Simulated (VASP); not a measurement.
Wanted: the native input for a VASP 6.6.1 run.

- Task: single point
- Functional: LDA
- Potentials or basis: VASP PAW LDA potentials, release 64 (B, As)
- Cutoff: 520 eV
- k mesh: 15 × 15 × 15
- Occupations: fermi-dirac, width 0.05 eV
- Spin: no spin polarisation
- Dipole correction: no
- Further INCAR settings: ALGO = Normal; EDIFF = 1e-06; NBANDS = 11

The structure of BAs lies in POSCAR:

```
BAs
1.0
    0.0000000000      2.3659370215      2.3659370215
    2.3659370215      0.0000000000      2.3659370215
    2.3659370215      2.3659370215      0.0000000000
B As
1 1
Direct
    0.0000000000      0.0000000000      0.0000000000
    0.2500000000      0.2500000000      0.2500000000
```

One way to write it, as run:

INCAR

```
SYSTEM = BAs
PREC = Accurate
ENCUT = 520
EDIFF = 1E-6
ISMEAR = -1
SIGMA = 0.05
LREAL = .False.
LASPH = .True.
NELM = 100
ALGO = Normal
ISIF = 2
LWAVE = .False.
LCHARG = .True.
LELF = .True.
LVHAR = .True.
NBANDS = 11
```

KPOINTS

```
Automatic mesh
0
Gamma
  15 15 15
  0 0 0
```

Potentials or basis: VASP PAW LDA potentials, release 64 (B, As).

Command:

```bash
$ cat potpaw_LDA.64/B/POTCAR potpaw_LDA.64/As/POTCAR > POTCAR
$ mpirun -np 1 vasp_std > vasp.out
```

It gave:

```json
{
 "Pressure": "1.0 GPa",
 "Band gap on the k mesh": "1.10 eV, indirect (least direct gap 3.29 eV)"
}
```

Run time: 28 s on 1 thread of Intel(R) Xeon(R) Platinum 8375C CPU @ 2.90GHz (Ice Lake), on a shared host, peak memory 0.16 GiB.
